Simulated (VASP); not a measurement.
Write the native input for VASP 6.6.1 that does the following.

```yaml
Task: single point
Functional: r2SCAN
Potentials_or_basis: VASP PAW PBE potentials, release 64 (Rh_sv_GW)
Cutoff: 680 eV
k_mesh: 10 × 10 × 5
Occupations: gaussian, width 0.1 eV
Spin: no spin polarisation
Dipole_correction: no
Further_INCAR_settings: ALGO = Normal; EDIFF = 1e-06; NBANDS = 24
```

Rh:

```xyz
2
Lattice="2.6941 0.0000 0.0000 -1.3470 2.3331 0.0000 0.0000 0.0000 4.3805" Properties=species:S:1:pos:R:3 pbc="T T T"
Rh    0.0000    1.5554    1.0951
Rh    1.3470    0.7777    3.2853
```

This isn't the form of Rh at room conditions, which is fcc.

These files were run (other wordings do the same):

POSCAR

```
Rh
1.0
    2.6940639002      0.0000000000      0.0000000000
   -1.3470319501      2.3331277770      0.0000000000
    0.0000000000      0.0000000000      4.3804558318
Rh
2
Direct
    0.3333333333      0.6666666667      0.2500000000
    0.6666666667      0.3333333333      0.7500000000
```

INCAR.step1

```
PREC = Accurate ; ENCUT = 680
ISMEAR = 0 ; SIGMA = 0.1
LREAL = F ; LASPH = T
NELM = 120 ; NBANDS = 24
GGA = PE ; ALGO = Normal
EDIFF = 1E-5 ; LWAVE = T
LCHARG = F ; GGA_COMPAT = F
```

INCAR.step2

```
PREC = Accurate ; ENCUT = 680
EDIFF = 1E-6 ; ISMEAR = 0
SIGMA = 0.1 ; LREAL = F
LASPH = T ; NELM = 120
ALGO = Normal ; ISIF = 2
LWAVE = F ; LCHARG = F
METAGGA = R2SCAN ; LMIXTAU = T
NBANDS = 24 ; ISTART = 1
GGA_COMPAT = F
```

KPOINTS

```
Automatic mesh
0
Gamma
  10 10 5
```

Potentials or basis: VASP PAW PBE potentials, release 64 (Rh_sv_GW).

Launch:

```sh
$ cat potpaw_PBE.64/Rh_sv_GW/POTCAR > POTCAR
$ cp INCAR.step1 INCAR
$ mpirun -np 1 vasp_std > vasp.out
$ cp INCAR.step2 INCAR
$ mpirun -np 1 vasp_std > vasp.out
```

Results of the run:

- Pressure: 0.1 GPa
- Band gap on the k mesh: zero (bands 17 and 18 overlap by 2.35 eV)

Caveat: the PAW data sets were made with another functional, which shifts forces and pressure a little.

Run time: 94 s on 1 thread of Intel(R) Xeon(R) Platinum 8488C (Sapphire Rapids), with other jobs on the host, peak memory 0.2 GiB.
